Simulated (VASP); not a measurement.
Wanted: the native input for a VASP 6.6.1 run.

| Item | Value |
| --- | --- |
| Task | single point |
| Functional | r2SCAN |
| Potentials or basis | VASP PAW PBE potentials, release 64 (Li_sv, K_sv, Br) |
| Cutoff | 520 eV |
| k mesh | 6 × 6 × 6 |
| Occupations | gaussian, width 0.001 eV |
| Spin | no spin polarisation |
| Dipole correction | no |
| Further INCAR settings | ALGO = Normal; EDIFF = 1e-06; NBANDS = 21 |

Crystal: KLiBr2.

```xyz
4
Lattice="2.1091 1.2177 7.1981 -2.1091 1.2177 7.1981 0.0000 -2.4354 7.1981" Properties=species:S:1:pos:R:3 pbc="T T T"
Li    2.1091    1.2177    7.1981
K     0.0000    0.0000   10.7972
Br    0.0000    0.0000    5.7080
Br    0.0000    0.0000   15.8864
```

One way to write it, as run:

POSCAR

```
KLiBr2
1.0
    2.1090867960      1.2176818294      7.1981408104
   -2.1090867960      1.2176818294      7.1981408104
    0.0000000000     -2.4353636589      7.1981408104
Li K Br
1 1 2
Direct
    1.0000000000      0.0000000000      0.0000000000
    0.5000000000      0.5000000000      0.5000000000
    0.2643297172      0.2643297172      0.2643297172
    0.7356702828      0.7356702828      0.7356702828
```

INCAR.step1

```
PREC = Accurate
ENCUT = 520
ISMEAR = 0
SIGMA = 0.001
LREAL = False
LASPH = True
NELM = 80
NBANDS = 21
GGA = PE
ALGO = Normal
EDIFF = 1E-4
LWAVE = True
LCHARG = False
```

INCAR.step2

```
PREC = Accurate
ENCUT = 520
EDIFF = 1E-6
ISMEAR = 0
SIGMA = 0.001
LREAL = False
LASPH = True
NELM = 80
ALGO = Normal
ISIF = 2
LWAVE = False
LCHARG = False
METAGGA = R2SCAN
LMIXTAU = True
NBANDS = 21
ISTART = 1
```

KPOINTS

```
Automatic mesh
0
Gamma
  6 6 6
```

Potentials or basis: VASP PAW PBE potentials, release 64 (Li_sv, K_sv, Br).

Launch:

```sh
$ cat potpaw_PBE.64/Li_sv/POTCAR potpaw_PBE.64/K_sv/POTCAR potpaw_PBE.64/Br/POTCAR > POTCAR
$ cp INCAR.step1 INCAR
$ mpirun -np 1 vasp_std > vasp.out
$ cp INCAR.step2 INCAR
$ mpirun -np 1 vasp_std > vasp.out
```

Results of the run:

| Property | Result |
| --- | --- |
| Largest force | 0.015 eV/Å |
| Band gap on the k mesh | 5.15 eV |

Caveat: the PAW data sets were made with another functional, which shifts forces and pressure a little.

It took 13 min on 1 thread of AMD EPYC 7R13 Processor (Zen 3), on a shared host, peak memory 0.55 GiB.
